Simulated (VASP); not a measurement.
Wanted: the native input for a VASP 6.6.1 run.

| Quantity | Value |
| --- | --- |
| Task | single point |
| Functional | PBE |
| Potentials or basis | VASP PAW PBE potentials, release 64 (K_sv, Ge_d) |
| Cutoff | 520 eV |
| k mesh | 10 × 10 × 10 |
| Occupations | gaussian, width 0.1 eV |
| Spin | no spin polarisation |
| Dipole correction | no |
| Further INCAR settings | ALGO = Fast; EDIFF = 1e-06; NBANDS = 28 |

The structure of K3Ge lies in POSCAR:

```
K3Ge
1.0
    5.5354642341      0.0000000000      0.0000000000
    0.0000000000      5.5354642341      0.0000000000
    0.0000000000      0.0000000000      5.4764281986
K Ge
3 1
Direct
    0.0000000000      0.5000000000      0.5000000000
    0.5000000000      0.0000000000      0.5000000000
    0.5000000000      0.5000000000      0.0000000000
    0.0000000000      0.0000000000      0.0000000000
```

The input as run:

INCAR

```
ALGO = Fast
EDIFF = 1E-6
ENCUT = 520
GGA = PE
ISIF = 2
ISMEAR = 0
LASPH = True
LCHARG = False
LREAL = False
LWAVE = False
NBANDS = 28
NELM = 100
PREC = Accurate
SIGMA = 0.1
```

KPOINTS

```
k-points
0
Gamma
  10 10 10
```

Potentials or basis: VASP PAW PBE potentials, release 64 (K_sv, Ge_d).

Launch:

```console
$ cat potpaw_PBE.64/K_sv/POTCAR potpaw_PBE.64/Ge_d/POTCAR > POTCAR
$ mpirun -np 1 vasp_std > vasp.out
```

It gave:

```
Pressure               : 0.0 GPa
Band gap on the k mesh : zero (an odd number of electrons rules out a gap without spin polarisation)
```

It took 25 min on 1 thread of Intel(R) Xeon(R) Platinum 8259CL CPU @ 2.50GHz (Skylake/Cascade Lake), with other jobs on the host, peak memory 0.63 GiB.
